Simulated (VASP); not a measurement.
A run of VASP 6.6.1 is set up as follows.

File INCAR:

```
PREC = Accurate
ENCUT = 600
EDIFF = 1E-6
ISMEAR = 0
SIGMA = 0.02
LREAL = F
LASPH = T
NELM = 120
ALGO = Normal
ISIF = 2
LWAVE = F
LCHARG = F
NBANDS = 11
GGA_COMPAT = F
```

Contents of KPOINTS:

```
Automatic mesh
0
Gamma
  10 10 10
```

Contents of POSCAR:

```
AlN
1.0
    0.0000000000      2.0182764774      2.0182764774
    2.0182764774      0.0000000000      2.0182764774
    2.0182764774      2.0182764774      0.0000000000
Al N
1 1
Direct
    0.5000000000      0.5000000000      0.5000000000
    0.0000000000      0.0000000000      0.0000000000
```

Potentials or basis: VASP PAW LDA potentials, release 64 (Al, N).

Run with:

```sh
$ cat potpaw_LDA.64/Al/POTCAR potpaw_LDA.64/N/POTCAR > POTCAR
$ mpirun -np 1 vasp_std > vasp.out
```

Question: Predict the band gap on the k mesh.

Answer: 4.51 eV, indirect (least direct gap 5.84 eV).

Question: Estimate the pressure.

Answer: -4.6 GPa.

Caveat: the cell differs from its parent crystal (strained cell). A k mesh can miss the band edges.
